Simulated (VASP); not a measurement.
# TiTe2 (fluorite type) (Fm-3m) in VASP: settings compared

The runs below take TiTe2 (fluorite type) through electric field gradients, with PBE, LDA.

All numbers are computed with VASP 6.6.1; they aren't measurements. Logs are shortened: lines on timing, memory, paths and dates and some standing lists are left out, and cuts for length are marked.

## 1. The cell of the first run

It takes space group Fm-3m (No. 225, cubic). The conventional cell has a = 6.884 Å, b = 6.884 Å, c = 6.884 Å, α = 90.00°, β = 90.00°, γ = 90.00°. Ti (site symmetry m-3m) has 8 Te at 2.98 Å within 3.9 Å. Te (site symmetry -43m) has 4 Ti at 2.98 Å and 6 Te at 3.44 Å within 3.9 Å.

## 2. Electric field gradients, PBE

INCAR reads:

```
ALGO = Normal
EDIFF = 1E-8
ENCUT = 520
GGA = PE
ISIF = 2
ISMEAR = -1
LASPH = True
LCHARG = False
LEFG = True
LREAL = False
LWAVE = False
NBANDS = 19
NELM = 80
PREC = Accurate
SIGMA = 0.03
```

KPOINTS reads:

```
k-points
0
Gamma
  10 10 10
```

POSCAR reads:

```
TiTe2
1.0
    0.0000000000      3.4420608922      3.4420608922
    3.4420608922      0.0000000000      3.4420608922
    3.4420608922      3.4420608922      0.0000000000
Ti Te
1 2
Direct
    0.0000000000      0.0000000000      0.0000000000
    0.2500000000      0.2500000000      0.2500000000
    0.7500000000      0.7500000000      0.7500000000
```

Potentials or basis: VASP PAW PBE potentials, release 64 (Ti_sv, Te).

Command:

```sh
> cat potpaw_PBE.64/Ti_sv/POTCAR potpaw_PBE.64/Te/POTCAR > POTCAR
> mpirun -np 1 vasp_std > vasp.out
```

OUTCAR:

```text
EDIFF = 1E-8
   ENCUT = 520
   GGA = PE
   ISIF = 2
   ISMEAR = -1
   LASPH = True
   LREAL = False
   NELM = 80
   PREC = Accurate

 ion  position               nearest neighbor table
   1  0.000  0.000  0.000-   3 2.98   3 2.98   3 2.98   2 2.98   3 2.98   2 2.98   2 2.98   2 2.98

   2  0.250  0.250  0.250-   1 2.98   1 2.98   1 2.98   1 2.98   3 3.44   3 3.44   3 3.44   3 3.44
                             3 3.44   3 3.44
   3  0.750  0.750  0.750-   1 2.98   1 2.98   1 2.98   1 2.98   2 3.44   2 3.44   2 3.44   2 3.44
                             2 3.44   2 3.44

  LATTYP: Found a face centered cubic cell.
 ALAT       =     6.8841217844

  Lattice vectors:

 A1 = (   0.0000000000,   3.4420608922,   3.4420608922)
 A2 = (   3.4420608922,   0.0000000000,   3.4420608922)
 A3 = (   3.4420608922,   3.4420608922,   0.0000000000)

Analysis of symmetry for initial positions (statically):
=====================================================================
 Subroutine PRICEL returns:
 Original cell was already a primitive cell.

 Routine SETGRP: Setting up the symmetry group for a
 face centered cubic supercell.

 Subroutine GETGRP returns: Found 48 space group operations
 (whereof 48 operations were pure point group operations)
 out of a pool of 48 trial point group operations.

The static configuration has the point symmetry O_h .

Analysis of symmetry for dynamics (positions and initial velocities):
=====================================================================
 Subroutine PRICEL returns:
 Original cell was already a primitive cell.

 Routine SETGRP: Setting up the symmetry group for a
 face centered cubic supercell.

 Subroutine GETGRP returns: Found 48 space group operations
 (whereof 48 operations were pure point group operations)
 out of a pool of 48 trial point group operations.

The dynamic configuration has the point symmetry O_h .

 Subroutine INISYM returns: Found 48 space group operations
 (whereof 48 operations are pure point group operations),
 and found     1 'primitive' translations

----------------------------------------------------------------------------------------

                                     Primitive cell

  volume of cell :      81.5616

  direct lattice vectors                    reciprocal lattice vectors
     0.000000000  3.442060892  3.442060892    -0.145261811  0.145261811  0.145261811
     3.442060892  0.000000000  3.442060892     0.145261811 -0.145261811  0.145261811
     3.442060892  3.442060892  0.000000000     0.145261811  0.145261811 -0.145261811

  length of vectors
     4.867809196  4.867809196  4.867809196     0.251600838  0.251600838  0.251600838

  position of ions in fractional coordinates (direct lattice)
     0.000000000  0.000000000  0.000000000
     0.250000000  0.250000000  0.250000000
     0.750000000  0.750000000  0.750000000

  ion indices of the primitive-cell ions
   primitive index   ion index
                 1           1
                 2           2
                 3           3

----------------------------------------------------------------------------------------

 KPOINTS: k-points

Automatic generation of k-mesh.
 Grid dimensions read from file:
 generate k-points for:   10   10   10

 Generating k-lattice:

  Cartesian coordinates                     Fractional coordinates (reciprocal lattice)
    -0.014526181  0.014526181  0.014526181     0.100000000  0.000000000  0.000000000
     0.014526181 -0.014526181  0.014526181     0.000000000  0.100000000  0.000000000
     0.014526181  0.014526181 -0.014526181     0.000000000  0.000000000  0.100000000

  Length of vectors
     0.025160084  0.025160084  0.025160084

  Shift w.r.t. Gamma in fractional coordinates (k-lattice)
     0.000000000  0.000000000  0.000000000

 Subroutine IBZKPT returns following result:
 ===========================================

 Found     47 irreducible k-points:

 Following reciprocal coordinates:
            Coordinates               Weight
  0.000000  0.000000  0.000000      1.000000
  0.100000  0.000000  0.000000      8.000000
  0.200000  0.000000  0.000000      8.000000
  0.300000  0.000000  0.000000      8.000000
  0.400000  0.000000  0.000000      8.000000
  0.500000  0.000000  0.000000      4.000000
[... 16 lines left out ...]
  0.300000  0.300000  0.000000      6.000000
  0.400000  0.300000  0.000000     24.000000
 [... further k-points ...]
   k-points           NKPTS =     47   k-points in BZ     NKDIM =     47   number of bands    NBANDS=     19
   number of dos      NEDOS =    301   number of ions     NIONS =      3
   total plane-waves  NPLWV =  46656
   dimension x,y,z NGX =    36 NGY =   36 NGZ =   36
   dimension x,y,z NGXF=    72 NGYF=   72 NGZF=   72
   ions per type =               1   2
   NGX,Y,Z   is equivalent  to a cutoff of  12.29, 12.29, 12.29 a.u.
   NGXF,Y,Z  is equivalent  to a cutoff of  24.59, 24.59, 24.59 a.u.
 SYSTEM =  unknown system
   PREC   = accura    normal or accurate (medium, high low for compatibility)
   ISTART =      0    job   : 0-new  1-cont  2-samecut
   ICHARG =      2    charge: 1-file 2-atom 10-const
   ISPIN  =      1    spin polarized calculation?
   LNONCOLLINEAR =      F non collinear calculations
   LSORBIT =      F    spin-orbit coupling
   LASPH  =      T    aspherical Exc in radial PAW
   ENCUT  =  520.0 eV  38.22 Ry    6.18 a.u.   9.05  9.05  9.05*2*pi/ulx,y,z
   NELM   =     80;   NELMIN=  2; NELMDL= -5     # of ELM steps
   EDIFF  = 0.1E-07   stopping-criterion for ELM
   LREAL  =      F    real-space projection
   EDIFFG = 0.1E-06   stopping-criterion for IOM
   NSW    =      0    number of steps for IOM
   IBRION =     -1    ionic relax: 0-MD 1-quasi-New 2-CG
   NFREE  =      0    steps in history (QN), initial steepest desc. (CG)
   ISIF   =      2    stress and relaxation
   ISYM   =      2    0-nonsym 1-usesym 2-fastsym
   POTIM  = 0.5000    time-step for ionic-motion
   TEBEG  =    0.0;   TEEND  =   0.0 temperature during run
   PSTRESS=    0.0 pullay stress
   NELECT =      24.0000    total number of electrons
   NUPDOWN=      -1.0000    fix difference up-down
   EMIN   =  10.00;   EMAX   =-10.00  energy-range for DOS
   EFERMI =   0.00;   METHOD = LEGACY
   ISMEAR =    -1;   SIGMA  =   0.03  broadening in eV -4-tet -1-fermi 0-gaus
   EFERMI_NEDOS =   21; number of points for ismear=-14 and -15
   IALGO  =     38    algorithm
   IMIX   =      4    mixing-type and parameters
     AMIX     =   0.40;   BMIX     =  1.00
     AMIX_MAG =   1.60;   BMIX_MAG =  1.00
  volume/ion in A,a.u.               =      27.19       183.47
  Fermi-wavevector in a.u.,A,eV,Ry     =   1.088888  2.057701 16.132127  1.185678
  Thomas-Fermi vector in A             =   2.225080
   LORBIT       =      0    0 simple, 1 ext, 2 COOP (PROOUT), +10 PAW based schemes
   GGA     = PE    functional components
   LHFCALC =     F    Hartree Fock is set to
   AEXX    =    0.0000 exact exchange contribution
   IVDW    =     0    specifies the selected vdW correction
   LEPSILON=     F    determine dielectric tensor
   LRPA    =     F    only Hartree local field effects (RPA)
 non-spin polarized calculation
  energy-cutoff  :      520.00
  volume of cell :       81.56
 maximum number of plane-waves:      2210
   NGX = 19   NGY = 19   NGZ = 19

 number of electron      23.9999994 magnetization

 Free energy of the ion-electron system (eV)
  ---------------------------------------------------
  ext. energy  EPLUGINS =         0.00000000
  ---------------------------------------------------
  free energy    TOTEN  =       -15.05228053 eV

  energy without entropy =      -15.03438278  energy(sigma->0) =      -15.04333166

 E-fermi :   7.3335     XC(G=0):  -9.7542

 val. band max:        7.3312979022   @ k =  -0.4000   0.4000   0.1000
 cond. band min:       7.3467506335   @ k =  -0.1000   0.1000   0.0000
 fundamental gap:      0.0154527314
 Fermi energy:         7.3335067916

 k-point     1 :       0.0000    0.0000    0.0000
  band No.  band energies     occupation
      1     -50.4646      2.00000
      2     -26.7161      2.00000
      3     -26.7161      2.00000
      4     -26.7161      2.00000
      5      -5.8332      2.00000
      6      -2.0528      2.00000
[... 11 lines left out ...]
     18      10.3039      0.00000
     19      10.3039      0.00000

 k-point     2 :       0.1000    0.0000    0.0000
  band No.  band energies     occupation
      1     -50.4646      2.00000
      2     -26.7165      2.00000
      3     -26.7162      2.00000
      4     -26.7162      2.00000
      5      -5.7604      2.00000
      6      -2.2029      2.00000
[... 11 lines left out ...]
     18      10.6187      0.00000
     19      10.6187      0.00000

 k-point     3 :       0.2000    0.0000    0.0000
  band No.  band energies     occupation
      1     -50.4646      2.00000
      2     -26.7176      2.00000
      3     -26.7164      2.00000
      4     -26.7164      2.00000
      5      -5.5467      2.00000
      6      -2.5918      2.00000
[... 11 lines left out ...]
     18      11.2785      0.00000
     19      11.2980      0.00000

 k-point     4 :       0.3000    0.0000    0.0000
  band No.  band energies     occupation
      1     -50.4645      2.00000
      2     -26.7188      2.00000
      3     -26.7166      2.00000
      4     -26.7166      2.00000
      5      -5.2063      2.00000
      6      -3.1083      2.00000
[... 11 lines left out ...]
     18      11.6836      0.00000
     19      12.1575      0.00000

 k-point     5 :       0.4000    0.0000    0.0000
  band No.  band energies     occupation
      1     -50.4645      2.00000
      2     -26.7198      2.00000
      3     -26.7167      2.00000
      4     -26.7167      2.00000
      5      -4.7634      2.00000
      6      -3.6701      2.00000
[... 11 lines left out ...]
     18      12.3009      0.00000
     19      13.0803      0.00000
[... 334 lines left out ...]
      2     -26.7192      2.00000
      3     -26.7177      2.00000
      4     -26.7168      2.00000
      5      -4.7271      2.00000
      6      -3.5788      2.00000
[... 11 lines left out ...]
     18      11.6667      0.00000
     19      12.5553      0.00000

 k-point    22 :      -0.2000    0.2000    0.0000
  band No.  band energies     occupation
      1     -50.4645      2.00000
      2     -26.7186      2.00000
      3     -26.7173      2.00000
      4     -26.7166      2.00000
      5      -5.1062      2.00000
      6      -3.1679      2.00000
[... 11 lines left out ...]
     18      11.3284      0.00000
     19      11.8110      0.00000

 k-point    23 :       0.3000    0.3000    0.0000
  band No.  band energies     occupation
      1     -50.4645      2.00000
      2     -26.7189      2.00000
      3     -26.7171      2.00000
      4     -26.7171      2.00000
      5      -5.0612      2.00000
      6      -3.0574      2.00000
[... 11 lines left out ...]
     18      10.0589      0.00000
     19      12.8701      0.00000

 k-point    24 :       0.4000    0.3000    0.0000
  band No.  band energies     occupation
      1     -50.4645      2.00000
      2     -26.7195      2.00000
      3     -26.7174      2.00000
      4     -26.7172      2.00000
      5      -4.8066      2.00000
      6      -3.2884      2.00000
[... 11 lines left out ...]
     18      10.2793      0.00000
     19      13.3993      0.00000

 [... further k-points ...]
[... 5 lines left out ...]
  --------------------------------------------------------------------------------------
  -------------------------------------------------------------------------------------
  Total        0.0098656      0.0098656      0.0098656      0.0000000     -0.0000000     -0.0000000
  in kB        0.1937971      0.1937971      0.1937971      0.0000000     -0.0000000     -0.0000000
  external PRESSURE =       0.1937971 kB  Pullay stress =       0.0000000 kB

 VOLUME and BASIS-vectors are now :
 -----------------------------------------------------------------------------
  energy-cutoff  :      520.00
  volume of cell :       81.56
      direct lattice vectors                 reciprocal lattice vectors
     0.000000000  3.442060892  3.442060892    -0.145261811  0.145261811  0.145261811
     3.442060892  0.000000000  3.442060892     0.145261811 -0.145261811  0.145261811
     3.442060892  3.442060892  0.000000000     0.145261811  0.145261811 -0.145261811

 POSITION                                       TOTAL-FORCE (eV/Angst)
 -----------------------------------------------------------------------------------
      0.00000      0.00000      0.00000        -0.000000      0.000000     -0.000000
      1.72103      1.72103      1.72103        -0.000000     -0.000000     -0.000000
      5.16309      5.16309      5.16309         0.000000      0.000000      0.000000
 -----------------------------------------------------------------------------------
    total drift:                               -0.000000      0.000000      0.000000

  FREE ENERGIE OF THE ION-ELECTRON SYSTEM (eV)
  ---------------------------------------------------
  free  energy   TOTEN  =       -15.0522805322 eV

  energy  without entropy=      -15.0343827827  energy(sigma->0) =      -15.04333166

 Electric field gradients (V/A^2)
---------------------------------------------------------------------
 ion       V_xx      V_yy      V_zz      V_xy      V_xz      V_yz
---------------------------------------------------------------------
   1       0.000     0.000    -0.000    -0.001    -0.001    -0.001
   2       0.000     0.000     0.000     0.000     0.000     0.000
   3       0.000     0.000     0.000     0.000     0.000     0.000
---------------------------------------------------------------------

 Electric field gradients after diagonalization (V/A^2)
 (convention: |V_zz| > |V_xx| > |V_yy|)
----------------------------------------------------------------------
 ion       V_xx      V_yy      V_zz     asymmetry (V_yy - V_xx)/ V_zz
----------------------------------------------------------------------
   1       0.001     0.001    -0.003       0.000
   2      -0.000    -0.000     0.001       0.000
   3      -0.000    -0.000     0.001       0.000
----------------------------------------------------------------------

           NMR quadrupolar parameters

 Cq : quadrupolar parameter    Cq=e*Q*V_zz/h
 eta: asymmetry parameters     (V_yy - V_xx)/ V_zz
 Q  : nuclear electric quadrupole moment in mb (millibarn)
----------------------------------------------------------------------
 ion       Cq(MHz)       eta       Q (mb)
----------------------------------------------------------------------
   1      -0.000       0.000       1.000
   2       0.000       0.000       1.000
   3       0.000       0.000       1.000
----------------------------------------------------------------------
```

Run time: 39 s. Hardware: 1 thread of Intel Xeon 6975P-C (Granite Rapids), shared host; peak memory 0.24 GiB.

What came out:

* Free energy: -15.0523 eV
* Pressure: 0.0 GPa
* Band gap on the k mesh: zero (band 12 reaches 7.48 eV, above the bottom of band 13 at 7.19 eV)

Caveat: without QUAD_EFG the Cq values of the log hold for a quadrupole moment of 1 mb, not for the nuclei; spin-orbit coupling is left out, which moves the levels of the heavy elements.

## 3. Electric field gradients, LDA

INCAR reads:

```
ALGO = Normal
EDIFF = 1E-8
ENCUT = 520
ISIF = 2
ISMEAR = -1
LASPH = T
LCHARG = F
LEFG = T
LREAL = F
LWAVE = F
NBANDS = 19
NELM = 60
PREC = Accurate
SIGMA = 0.03
```

KPOINTS is that of step 2.

POSCAR is that of step 2.

Potentials or basis: VASP PAW LDA potentials, release 64 (Ti_sv, Te).

Command:

```sh
> cat potpaw_LDA.64/Ti_sv/POTCAR potpaw_LDA.64/Te/POTCAR > POTCAR
> mpirun -np 1 vasp_std > vasp.out
```

OUTCAR:

```text
EDIFF = 1E-8
   ENCUT = 520
   ISIF = 2
   ISMEAR = -1
   LASPH = T
   LREAL = F
   NELM = 60
   PREC = Accurate

 ion  position               nearest neighbor table
   1  0.000  0.000  0.000-   3 2.98   3 2.98   3 2.98   2 2.98   3 2.98   2 2.98   2 2.98   2 2.98

   2  0.250  0.250  0.250-   1 2.98   1 2.98   1 2.98   1 2.98   3 3.44   3 3.44   3 3.44   3 3.44
                             3 3.44   3 3.44
   3  0.750  0.750  0.750-   1 2.98   1 2.98   1 2.98   1 2.98   2 3.44   2 3.44   2 3.44   2 3.44
                             2 3.44   2 3.44

  LATTYP: Found a face centered cubic cell.
 ALAT       =     6.8841217844

  Lattice vectors:

 A1 = (   0.0000000000,   3.4420608922,   3.4420608922)
[... 750 lines left out ...]
 ion       V_xx      V_yy      V_zz      V_xy      V_xz      V_yz
---------------------------------------------------------------------
   1      -0.000    -0.000    -0.000    -0.001    -0.001    -0.001
   2      -0.000     0.000     0.000     0.000     0.000     0.000
   3      -0.000     0.000     0.000     0.000     0.000     0.000
---------------------------------------------------------------------

 Electric field gradients after diagonalization (V/A^2)
 (convention: |V_zz| > |V_xx| > |V_yy|)
----------------------------------------------------------------------
 ion       V_xx      V_yy      V_zz     asymmetry (V_yy - V_xx)/ V_zz
----------------------------------------------------------------------
   1       0.001     0.001    -0.003       0.000
   2      -0.000    -0.000     0.001       0.000
   3      -0.000    -0.000     0.001       0.000
----------------------------------------------------------------------

           NMR quadrupolar parameters

 Cq : quadrupolar parameter    Cq=e*Q*V_zz/h
 eta: asymmetry parameters     (V_yy - V_xx)/ V_zz
 Q  : nuclear electric quadrupole moment in mb (millibarn)
----------------------------------------------------------------------
 ion       Cq(MHz)       eta       Q (mb)
----------------------------------------------------------------------
   1      -0.000       0.000       1.000
   2       0.000       0.000       1.000
   3       0.000       0.000       1.000
----------------------------------------------------------------------
```

Run time: 35 s. Hardware: 1 thread of Intel Xeon 6975P-C (Granite Rapids), shared host; peak memory 0.22 GiB.

What came out:

| Property | Result |
| --- | --- |
| Free energy | -17.0609 eV |
| Pressure | -4.5 GPa |
| Band gap on the k mesh | zero (band 12 reaches 7.23 eV, above the bottom of band 13 at 6.95 eV) |

Levels at points of the mesh, in eV from the Fermi level:
```csv
k point,band 8,band 9,band 10,band 11,band 12,band 13,band 14,band 15,band 16,band 17
"(0.00, 0.00, 0.00)",-4.17,-4.17,-0.18,-0.18,-0.18,-0.15,-0.15,2.16,2.16,2.16
"(0.50, 0.00, 0.00)",-3.35,-3.16,-2.57,-2.57,-2.42,0.03,0.03,0.92,2.16,2.16
"(0.50, 0.50, 0.00)",-4.50,-4.50,-1.10,-1.10,-0.45,0.23,0.94,1.81,2.72,2.72
```

Caveat: without QUAD_EFG the Cq values of the log hold for a quadrupole moment of 1 mb, not for the nuclei; spin-orbit coupling is left out, which moves the levels of the heavy elements.
